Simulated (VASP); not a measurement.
Here is a VASP 6.6.1 calculation.

The input POSCAR:

```
Ge
1.0
    4.0124552891      0.0000000000      0.0000000000
   -2.0062276445      3.4748882119      0.0000000000
    0.0000000000      0.0000000000     18.4397000000
Ge
6
Direct
    0.0000000000      0.0000000000      0.2982689926
    0.3333333333      0.6666666667      0.3400973455
    0.3333333333      0.6666666667      0.4781972426
    0.6666666667      0.3333333333      0.5218027956
    0.6666666667      0.3333333333      0.6599026598
    0.0000000000      0.0000000000      0.7017310074
```

Contents of INCAR.step1:

```
SYSTEM = Ge
ALGO = Normal
DIPOL = 0.5 0.5 0.500
EDIFF = 1E-4
ENCUT = 520
GGA = PE
IDIPOL = 3
ISMEAR = -1
LASPH = .TRUE.
LCHARG = .FALSE.
LDIPOL = .TRUE.
LREAL = .FALSE.
LWAVE = .TRUE.
NBANDS = 51
NELM = 100
PREC = Accurate
SIGMA = 0.02
```

Contents of INCAR.step2:

```
SYSTEM = Ge
ALGO = Normal
DIPOL = 0.5 0.5 0.500
EDIFF = 1E-6
ENCUT = 520
IDIPOL = 3
ISIF = 2
ISMEAR = -1
ISTART = 1
LASPH = .TRUE.
LCHARG = .FALSE.
LDIPOL = .TRUE.
LMIXTAU = .TRUE.
LREAL = .FALSE.
LWAVE = .FALSE.
METAGGA = R2SCAN
NBANDS = 51
NELM = 100
PREC = Accurate
SIGMA = 0.02
```

The input KPOINTS:

```
k-points
0
G
  7 7 1
  0 0 0
```

Potentials or basis: VASP PAW PBE potentials, release 64 (Ge_d).

Run with:

```bash
$ cat potpaw_PBE.64/Ge_d/POTCAR > POTCAR
$ cp INCAR.step1 INCAR
$ mpirun -np 1 vasp_std > vasp.out
$ cp INCAR.step2 INCAR
$ mpirun -np 1 vasp_std > vasp.out
```

(1) Estimate the largest force.

## Answers

(1) 0.017 eV/Å.

Caveat: the PAW data sets were made with another functional, which shifts forces and pressure a little.
